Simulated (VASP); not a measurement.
Write the native input for VASP 6.6.1 that does the following.

* Task: single point
* Functional: PBE
* Potentials or basis: VASP PAW PBE potentials, release 64 (Ta_sv_GW, O)
* Cutoff: 600 eV
* k mesh: 6 × 6 × 6
* Occupations: gaussian, width 0.1 eV
* Spin: collinear spin, ferromagnetic start
* Starting moments: [1.0, 0.0] μB
* Dipole correction: no
* Second run: valence_matched
* Further INCAR settings: ALGO = Normal; EDIFF = 1e-06; NBANDS = 20

The structure of TaO lies in POSCAR:

```
TaO
1.0
    2.9840323423      0.0000000000      0.0000000000
    0.0000000000      2.9840323423      0.0000000000
    0.0000000000      0.0000000000      2.8884652803
Ta O
1 1
Direct
    0.5000000000      0.5000000000      0.0000000000
    0.0000000000      0.0000000000      0.0000000000
```

The input as run:

INCAR

```
SYSTEM = TaO
PREC = Accurate ; ENCUT = 600
EDIFF = 1E-6 ; ISMEAR = 0
SIGMA = 0.1 ; LREAL = .False.
LASPH = .True. ; NELM = 200
ALGO = Normal ; ISIF = 2
LWAVE = .False. ; LCHARG = .False.
ISPIN = 2 ; MAGMOM = 1 0
LORBIT = 11 ; LMAXMIX = 4
GGA = PE ; NBANDS = 20
GGA_COMPAT = .False.
```

KPOINTS

```
Automatic mesh
0
Gamma
  6 6 6
  0 0 0
```

Potentials or basis: VASP PAW PBE potentials, release 64 (Ta_sv_GW, O).

Launch:

```console
$ cat potpaw_PBE.64/Ta_sv_GW/POTCAR potpaw_PBE.64/O/POTCAR > POTCAR
$ mpirun -np 1 vasp_std > vasp.out
```

Results of the run:

```
Pressure                                              : -0.2 GPa
Net moment                                            : 0.00 μB per cell
Valence electrons inside the program's atomic spheres : Ta 11.66; O 5.06
```

Caveat: the k points lie up to 0.36 Å⁻¹ apart.

It took 24 s on 1 thread of Intel(R) Xeon(R) Platinum 8375C CPU @ 2.90GHz (Ice Lake), with other jobs on the host, peak memory 0.18 GiB.
